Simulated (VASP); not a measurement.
# SnSe (Fm-3m) in VASP: notebook

SnSe is run at these levels: LDA; tasks: single point, relaxation of cell and atoms.

Everything below comes from runs of VASP 6.6.1. Logs are shortened: lines on timing, memory, paths and dates and some standing lists are left out, and cuts for length are marked.

**1. The cell of the first run**

Symmetry: Fm-3m, No. 225, cubic system. The conventional cell has a = 5.549 Å, b = 5.549 Å, c = 5.549 Å, α = 90.00°, β = 90.00°, γ = 90.00°. Sn (site symmetry m-3m) has 6 Se at 2.77 Å within 3.7 Å. Se (site symmetry m-3m) has 6 Sn at 2.77 Å within 3.7 Å.

**2. Single point, LDA**

File INCAR:

```
  ALGO = Normal
  EDIFF = 1E-6
  ENCUT = 500
  GGA = CA
  GGA_COMPAT = F
  ISIF = 2
  ISMEAR = 0
  LASPH = T
  LCHARG = T
  LELF = T
  LREAL = F
  LVHAR = T
  LWAVE = F
  NBANDS = 17
  NELM = 120
  PREC = Accurate
  SIGMA = 0.01
```

File KPOINTS:

```
k-points
0
Gamma
  12 12 12
```

File POSCAR:

```
SnSe
1.0
    0.0000000000      2.7744014326      2.7744014326
    2.7744014326      0.0000000000      2.7744014326
    2.7744014326      2.7744014326      0.0000000000
Sn Se
1 1
Direct
    0.0000000000      0.0000000000      0.0000000000
    0.5000000000      0.5000000000      0.5000000000
```

Potentials or basis: VASP PAW LDA potentials, release 64 (Sn_d, Se).

Command:

```console
$ cat potpaw_LDA.64/Sn_d/POTCAR potpaw_LDA.64/Se/POTCAR > POTCAR
$ mpirun -np 1 vasp_std > vasp.out
```

OUTCAR:

```text
EDIFF = 1E-6
   ENCUT = 500
   GGA = CA
   ISIF = 2
   ISMEAR = 0
   LASPH = T
   LREAL = F
   NELM = 120
   PREC = Accurate

 ion  position               nearest neighbor table
   1  0.000  0.000  0.000-   2 2.77   2 2.77   2 2.77   2 2.77   2 2.77   2 2.77
   2  0.500  0.500  0.500-   1 2.77   1 2.77   1 2.77   1 2.77   1 2.77   1 2.77

  LATTYP: Found a face centered cubic cell.
 ALAT       =     5.5488028652

  Lattice vectors:

 A1 = (   0.0000000000,   2.7744014326,   2.7744014326)
 A2 = (   2.7744014326,   0.0000000000,   2.7744014326)
 A3 = (   2.7744014326,   2.7744014326,   0.0000000000)

Analysis of symmetry for initial positions (statically):
=====================================================================
 Subroutine PRICEL returns:
 Original cell was already a primitive cell.

 Routine SETGRP: Setting up the symmetry group for a
 face centered cubic supercell.

 Subroutine GETGRP returns: Found 48 space group operations
 (whereof 48 operations were pure point group operations)
 out of a pool of 48 trial point group operations.

The static configuration has the point symmetry O_h .

Analysis of symmetry for dynamics (positions and initial velocities):
=====================================================================
 Subroutine PRICEL returns:
 Original cell was already a primitive cell.

 Routine SETGRP: Setting up the symmetry group for a
 face centered cubic supercell.

 Subroutine GETGRP returns: Found 48 space group operations
 (whereof 48 operations were pure point group operations)
 out of a pool of 48 trial point group operations.

The dynamic configuration has the point symmetry O_h .

 Subroutine INISYM returns: Found 48 space group operations
 (whereof 48 operations are pure point group operations),
 and found     1 'primitive' translations

----------------------------------------------------------------------------------------

                                     Primitive cell

  volume of cell :      42.7108

  direct lattice vectors                    reciprocal lattice vectors
     0.000000000  2.774401433  2.774401433    -0.180219053  0.180219053  0.180219053
     2.774401433  0.000000000  2.774401433     0.180219053 -0.180219053  0.180219053
     2.774401433  2.774401433  0.000000000     0.180219053  0.180219053 -0.180219053

  length of vectors
     3.923596133  3.923596133  3.923596133     0.312148557  0.312148557  0.312148557

  position of ions in fractional coordinates (direct lattice)
     0.000000000  0.000000000  0.000000000
     0.500000000  0.500000000  0.500000000

  ion indices of the primitive-cell ions
   primitive index   ion index
                 1           1
                 2           2

----------------------------------------------------------------------------------------

 KPOINTS: k-points

Automatic generation of k-mesh.
 Grid dimensions read from file:
 generate k-points for:   12   12   12

 Generating k-lattice:

  Cartesian coordinates                     Fractional coordinates (reciprocal lattice)
    -0.015018254  0.015018254  0.015018254     0.083333333  0.000000000  0.000000000
     0.015018254 -0.015018254  0.015018254     0.000000000  0.083333333  0.000000000
     0.015018254  0.015018254 -0.015018254     0.000000000  0.000000000  0.083333333

  Length of vectors
     0.026012380  0.026012380  0.026012380

  Shift w.r.t. Gamma in fractional coordinates (k-lattice)
     0.000000000  0.000000000  0.000000000

 Subroutine IBZKPT returns following result:
 ===========================================

 Found     72 irreducible k-points:

 Following reciprocal coordinates:
            Coordinates               Weight
  0.000000  0.000000  0.000000      1.000000
  0.083333  0.000000  0.000000      8.000000
  0.166667  0.000000  0.000000      8.000000
  0.250000  0.000000  0.000000      8.000000
  0.333333  0.000000  0.000000      8.000000
  0.416667  0.000000  0.000000      8.000000
[... 16 lines left out ...]
  0.500000  0.166667  0.000000     24.000000
 -0.416667  0.166667  0.000000     24.000000
 [... further k-points ...]
   k-points           NKPTS =     72   k-points in BZ     NKDIM =     72   number of bands    NBANDS=     17
   number of dos      NEDOS =    301   number of ions     NIONS =      2
   total plane-waves  NPLWV =  27000
   dimension x,y,z NGX =    30 NGY =   30 NGZ =   30
   dimension x,y,z NGXF=    60 NGYF=   60 NGZF=   60
   ions per type =               1   1
   NGX,Y,Z   is equivalent  to a cutoff of  12.71, 12.71, 12.71 a.u.
   NGXF,Y,Z  is equivalent  to a cutoff of  25.42, 25.42, 25.42 a.u.
 SYSTEM =  unknown system
   PREC   = accura    normal or accurate (medium, high low for compatibility)
   ISTART =      0    job   : 0-new  1-cont  2-samecut
   ICHARG =      2    charge: 1-file 2-atom 10-const
   ISPIN  =      1    spin polarized calculation?
   LNONCOLLINEAR =      F non collinear calculations
   LSORBIT =      F    spin-orbit coupling
   LASPH  =      T    aspherical Exc in radial PAW
   ENCUT  =  500.0 eV  36.75 Ry    6.06 a.u.   7.15  7.15  7.15*2*pi/ulx,y,z
   NELM   =    120;   NELMIN=  2; NELMDL= -5     # of ELM steps
   EDIFF  = 0.1E-05   stopping-criterion for ELM
   LREAL  =      F    real-space projection
   EDIFFG = 0.1E-04   stopping-criterion for IOM
   NSW    =      0    number of steps for IOM
   IBRION =     -1    ionic relax: 0-MD 1-quasi-New 2-CG
   NFREE  =      0    steps in history (QN), initial steepest desc. (CG)
   ISIF   =      2    stress and relaxation
   ISYM   =      2    0-nonsym 1-usesym 2-fastsym
   POTIM  = 0.5000    time-step for ionic-motion
   TEBEG  =    0.0;   TEEND  =   0.0 temperature during run
   PSTRESS=    0.0 pullay stress
   NELECT =      20.0000    total number of electrons
   NUPDOWN=      -1.0000    fix difference up-down
   EMIN   =  10.00;   EMAX   =-10.00  energy-range for DOS
   EFERMI =   0.00;   METHOD = LEGACY
   ISMEAR =     0;   SIGMA  =   0.01  broadening in eV -4-tet -1-fermi 0-gaus
   EFERMI_NEDOS =   21; number of points for ismear=-14 and -15
   IALGO  =     38    algorithm
   IMIX   =      4    mixing-type and parameters
     AMIX     =   0.40;   BMIX     =  1.00
     AMIX_MAG =   1.60;   BMIX_MAG =  1.00
  volume/ion in A,a.u.               =      21.36       144.11
  Fermi-wavevector in a.u.,A,eV,Ry     =   1.271273  2.402358 21.988856  1.616135
  Thomas-Fermi vector in A             =   2.404215
   LORBIT       =      0    0 simple, 1 ext, 2 COOP (PROOUT), +10 PAW based schemes
   GGA     = CA    functional components
   LHFCALC =     F    Hartree Fock is set to
   AEXX    =    0.0000 exact exchange contribution
   IVDW    =     0    specifies the selected vdW correction
   LEPSILON=     F    determine dielectric tensor
   LRPA    =     F    only Hartree local field effects (RPA)
 non-spin polarized calculation
 Gauss-broadening in eV      SIGMA  =   0.01
  energy-cutoff  :      500.00
  volume of cell :       42.71
 maximum number of plane-waves:      1106
 NGX is ok and might be reduce to    30
   NGX = 15   NGY = 15   NGZ = 15

 number of electron      20.0000004 magnetization

 Free energy of the ion-electron system (eV)
  ---------------------------------------------------
  ext. energy  EPLUGINS =         0.00000000
  ---------------------------------------------------
  free energy    TOTEN  =        -9.12287738 eV

  energy without entropy =       -9.12287738  energy(sigma->0) =       -9.12287738

 E-fermi :   8.9016     XC(G=0): -11.0090

 val. band max:        8.8500261213   @ k =  -0.2500   0.1667   0.0000
 cond. band min:       8.9641583278   @ k =  -0.4167   0.0833   0.0000
 fundamental gap:      0.1141322065
 Fermi energy:         8.9016469370

 k-point     1 :       0.0000    0.0000    0.0000
  band No.  band energies     occupation
      1     -13.0888      2.00000
      2     -13.0888      2.00000
      3     -13.0718      2.00000
      4     -13.0718      2.00000
      5     -13.0718      2.00000
      6      -7.2904      2.00000
[... 9 lines left out ...]
     16      14.0763      0.00000
     17      16.2038      0.00000

 k-point     2 :       0.0833    0.0000    0.0000
  band No.  band energies     occupation
      1     -13.0900      2.00000
      2     -13.0900      2.00000
      3     -13.0715      2.00000
      4     -13.0699      2.00000
      5     -13.0699      2.00000
      6      -7.2160      2.00000
[... 9 lines left out ...]
     16      14.3399      0.00000
     17      16.9827      0.00000

 k-point     3 :       0.1667    0.0000    0.0000
  band No.  band energies     occupation
      1     -13.0941      2.00000
      2     -13.0941      2.00000
      3     -13.0708      2.00000
      4     -13.0642      2.00000
      5     -13.0642      2.00000
      6      -6.9987      2.00000
[... 9 lines left out ...]
     16      14.8737      0.00000
     17      18.6756      0.00000

 k-point     4 :       0.2500    0.0000    0.0000
  band No.  band energies     occupation
      1     -13.1003      2.00000
      2     -13.1003      2.00000
      3     -13.0701      2.00000
      4     -13.0557      2.00000
      5     -13.0557      2.00000
      6      -6.6603      2.00000
[... 9 lines left out ...]
     16      15.6949      0.00000
     17      20.7652      0.00000
[... 343 lines left out ...]
      1     -13.1314      2.00000
      2     -13.0949      2.00000
      3     -13.0715      2.00000
      4     -13.0463      2.00000
      5     -13.0375      2.00000
      6      -5.8874      2.00000
[... 9 lines left out ...]
     16      19.0608      0.00000
     17      20.6948      0.00000

 k-point    23 :       0.5000    0.1667    0.0000
  band No.  band energies     occupation
      1     -13.1319      2.00000
      2     -13.1010      2.00000
      3     -13.0666      2.00000
      4     -13.0449      2.00000
      5     -13.0352      2.00000
      6      -5.5894      2.00000
[... 9 lines left out ...]
     16      19.2679      0.00000
     17      20.0857      0.00000

 k-point    24 :      -0.4167    0.1667    0.0000
  band No.  band energies     occupation
      1     -13.1276      2.00000
      2     -13.1054      2.00000
      3     -13.0633      2.00000
      4     -13.0447      2.00000
      5     -13.0376      2.00000
      6      -5.5438      2.00000
[... 9 lines left out ...]
     16      17.8808      0.00000
     17      21.0420      0.00000

 [... further k-points ...]

------------------------ aborting loop because EDIFF is reached ----------------------------------------

  FORCE on cell =-STRESS in cart. coord.  units (eV):
  Direction    XX          YY          ZZ          XY          YZ          ZX
  --------------------------------------------------------------------------------------
  -------------------------------------------------------------------------------------
  Total        4.3428123      4.3428123      4.3428123      0.0000000      0.0000000     -0.0000000
  in kB      162.9084986    162.9084986    162.9084986      0.0000000      0.0000000     -0.0000000
  external PRESSURE =     162.9084986 kB  Pullay stress =       0.0000000 kB

 VOLUME and BASIS-vectors are now :
 -----------------------------------------------------------------------------
  energy-cutoff  :      500.00
  volume of cell :       42.71
      direct lattice vectors                 reciprocal lattice vectors
     0.000000000  2.774401433  2.774401433    -0.180219053  0.180219053  0.180219053
     2.774401433  0.000000000  2.774401433     0.180219053 -0.180219053  0.180219053
     2.774401433  2.774401433  0.000000000     0.180219053  0.180219053 -0.180219053

 POSITION                                       TOTAL-FORCE (eV/Angst)
 -----------------------------------------------------------------------------------
      0.00000      0.00000      0.00000         0.000000      0.000000      0.000000
      2.77440      2.77440      2.77440        -0.000000     -0.000000     -0.000000
 -----------------------------------------------------------------------------------
    total drift:                               -0.000000      0.000000      0.000000

  FREE ENERGIE OF THE ION-ELECTRON SYSTEM (eV)
  ---------------------------------------------------
  free  energy   TOTEN  =        -9.1228773813 eV

  energy  without entropy=       -9.1228773813  energy(sigma->0) =       -9.12287738
```

Wall time 80 s (1 thread of Intel Xeon Platinum 8375C at 2.90GHz (Ice Lake), shared host); peak memory 0.18 GiB.

Results:

```
Free energy            : -9.1229 eV
Pressure               : 16.3 GPa
Band gap on the k mesh : 0.11 eV (least direct gap 0.40 eV)
```

Levels at points of the mesh, in eV from the valence-band top:
| k point | band 8 | band 9 | band 10 | band 11 | band 12 | band 13 |
| --- | --- | --- | --- | --- | --- | --- |
| (0.00, 0.00, 0.00) | -3.25 | -3.25 | -3.25 | 4.85 | 4.85 | 4.85 |
| (0.50, 0.00, 0.00) | -2.90 | -2.90 | -0.62 | 0.63 | 0.63 | 1.29 |
| (0.50, 0.50, 0.00) | -6.54 | -5.23 | -5.23 | 1.77 | 6.42 | 6.42 |

Caveat: the cell stands under pressure; spin-orbit coupling is left out, which moves the levels of the heavy elements. A k mesh can miss the band edges.

[end of part 1 of 2]
